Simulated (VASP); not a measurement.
Input of a VASP 6.6.1 run:

File INCAR:

```
PREC     = Accurate       # precision mode
ENCUT    = 520            # plane-wave cutoff, eV
EDIFF    = 1E-6           # SCF threshold, eV
ISMEAR   = 0              # smearing method
SIGMA    = 0.1            # smearing width, eV
LREAL    = F              # projectors in reciprocal space
LASPH    = T              # aspherical terms in the spheres
NELM     = 60             # most SCF steps
ALGO     = Fast           # electronic algorithm
ISIF     = 2              # what is computed and relaxed
LWAVE    = F              # write WAVECAR
LCHARG   = T              # write CHGCAR
GGA      = PS             # functional
LELF     = T              # ELF
LVHAR    = T            
NBANDS   = 17             # bands
```

File KPOINTS:

```
Automatic mesh
0
Gamma
  14 14 14
```

POSCAR

```
Pd
1.0
    3.0604916199      0.0000000000      0.0000000000
    0.0000000000      3.0604916199      0.0000000000
    0.0000000000      0.0000000000      3.1761273234
Pd
2
Direct
    0.0000000000      0.0000000000      0.0000000000
    0.5000000000      0.5000000000      0.5000000000
```

Potentials or basis: VASP PAW PBE potentials, release 64 (Pd).

Run with:

```sh
$ cat potpaw_PBE.64/Pd/POTCAR > POTCAR
$ mpirun -np 1 vasp_std > vasp.out
```

(1) Estimate the pressure.

(2) Predict the band gap on the k mesh.

Answers

(1) -3.1 GPa.

(2) zero (bands 10 and 11 overlap by 1.11 eV).

Caveat: the cell differs from its parent crystal (uniaxial strain along c: +3.0 %); the cell stands under tension; the PAW data sets were made with another functional, which shifts forces and pressure a little.
